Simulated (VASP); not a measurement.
Wanted: the native input for a VASP 6.6.1 run.

| Quantity | Value |
| --- | --- |
| Task | single point |
| Functional | PBE |
| Potentials or basis | VASP PAW PBE potentials, release 64 (Sc_sv, Al, As) |
| Cutoff | 520 eV |
| k mesh | 6 × 6 × 4 |
| Occupations | gaussian, width 0.1 eV |
| Spin | no spin polarisation |
| Dipole correction | no |
| Further INCAR settings | ALGO = Normal; EDIFF = 1e-06; NBANDS = 25 |

The structure of ScAl2As3 lies in POSCAR:

```
ScAl2As3
1.0
    5.6748886500      0.0000000000      0.0000000000
   -2.8374443300      4.9145977400      0.0000000000
    0.0000000000      0.0000000000      4.4138140300
Sc Al As
1 2 3
Direct
    0.0000000000      0.0000000000      0.0000000000
    0.3333333300      0.6666666700      0.0000000000
    0.6666666700      0.3333333300      0.0000000000
    0.5000000000      0.0000000000      0.5000000000
    0.5000000000      0.5000000000      0.5000000000
    0.0000000000      0.5000000000      0.5000000000
```

These files were run (other wordings do the same):

INCAR

```
ALGO = Normal ; EDIFF = 1E-6
ENCUT = 520 ; GGA = PE
ISIF = 2 ; ISMEAR = 0
LASPH = T ; LCHARG = F
LREAL = F ; LWAVE = F
NBANDS = 25 ; NELM = 60
PREC = Accurate ; SIGMA = 0.1
```

KPOINTS

```
k-points
0
Gamma
  6 6 4
```

Potentials or basis: VASP PAW PBE potentials, release 64 (Sc_sv, Al, As).

The run is started by

```sh
$ cat potpaw_PBE.64/Sc_sv/POTCAR potpaw_PBE.64/Al/POTCAR potpaw_PBE.64/As/POTCAR > POTCAR
$ mpirun -np 1 vasp_std > vasp.out
```

Results of the run:

```
Pressure               : 0.8 GPa
Band gap on the k mesh : zero (band 16 reaches 6.27 eV, above the bottom of band 17 at 4.51 eV)
```

Wall time 79 s on 1 thread of Intel(R) Xeon(R) Platinum 8375C CPU @ 2.90GHz (Ice Lake), with other jobs on the host, peak memory 0.27 GiB.
